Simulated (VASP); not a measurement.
The system is K2Ta.

```xyz
6
Lattice="0.0000 4.4938 4.4938 4.4938 0.0000 4.4938 4.4938 4.4938 0.0000" Properties=species:S:1:pos:R:3 pbc="T T T"
K     5.6173    5.6173    5.6173
K     5.6173    3.3704    3.3704
K     3.3704    3.3704    5.6173
K     3.3704    5.6173    3.3704
Ta    0.0000    0.0000    0.0000
Ta    2.2469    2.2469    2.2469
```

| Property | Result |
| --- | --- |
| Program | VASP 6.6.1 |
| Task | relaxation of cell and atoms |
| Functional | PBE |
| Potentials or basis | VASP PAW PBE potentials, release 64 (K_sv, Ta_pv) |
| Cutoff | 600 eV |
| k mesh | 8 × 8 × 8 |
| Occupations | gaussian, width 0.1 eV |
| Spin | no spin polarisation |

At the start: pressure 0.8 GPa; volume 30.25 Å³/atom.

Task: How do energy, volume and symmetry change on relaxing?

Result: Over 3 steps the energy falls by 3.0 meV/atom and the volume is 31.50 Å³/atom (+4.1 %); space group Fd-3m (No. 227, to 0.1 Å) before and after.

The path:
```csv
step,energy change (eV),largest force (eV/Å),pressure (GPa),volume (Å³)
1,0.0000,0.0000,0.82,181.50
2,-0.0145,0.0000,0.34,185.58
3,-0.0177,0.0000,-0.04,189.02
```

Final structure:
```
CELL_PARAMETERS angstrom
0.00000 4.55502 4.55502
4.55502 0.00000 4.55502
4.55502 4.55502 0.00000
ATOMIC_POSITIONS crystal
K 0.62500 0.62500 0.62500
K 0.12500 0.62500 0.62500
K 0.62500 0.62500 0.12500
K 0.62500 0.12500 0.62500
Ta 0.00000 0.00000 0.00000
Ta 0.25000 0.25000 0.25000
```
